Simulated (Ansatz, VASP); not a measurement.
**One calculation of Sc, two programs**

```
CELL_PARAMETERS angstrom
0.00000 2.27050 2.27050
2.10021 0.00000 2.27050
2.10021 2.27050 0.00000
ATOMIC_POSITIONS crystal
Sc 0.00000 0.00000 0.00000
```

Change from the starting cell: strain -0.0750 x Voigt [1, 0, 0, 0, 0, 0], atoms carried along.

Alike in both runs: task single point; functional r2SCAN; k mesh 18 × 18 × 18; occupations gaussian, width 0.15 eV; no spin polarisation.

```csv
,VASP,Ansatz
version,VASP 6.6.1,Ansatz 0.2.0
potentials or method,"VASP PAW PBE potentials, release 64 (Sc_sv), cutoff 520 eV","scalar-relativistic, plane waves, PAW"
valence electrons in the cell,11,11
```

|  | VASP | Ansatz | Ansatz less VASP |
| --- | --- | --- | --- |
| gap on the k mesh at the Fermi level (eV) | none | none | - |
| pressure (GPa) | 9.7 | 9.5 | -0.25 |
| traceless stress, the component that is largest in VASP (GPa) | 0.56 | 0.56 | -0.008 |

VASP's potentials were made for PBE, not for r2SCAN. A gap of «none» marks a metal or a gap that the smearing closes. The functional is the same, so the differences come from potentials, cutoffs and numerics.
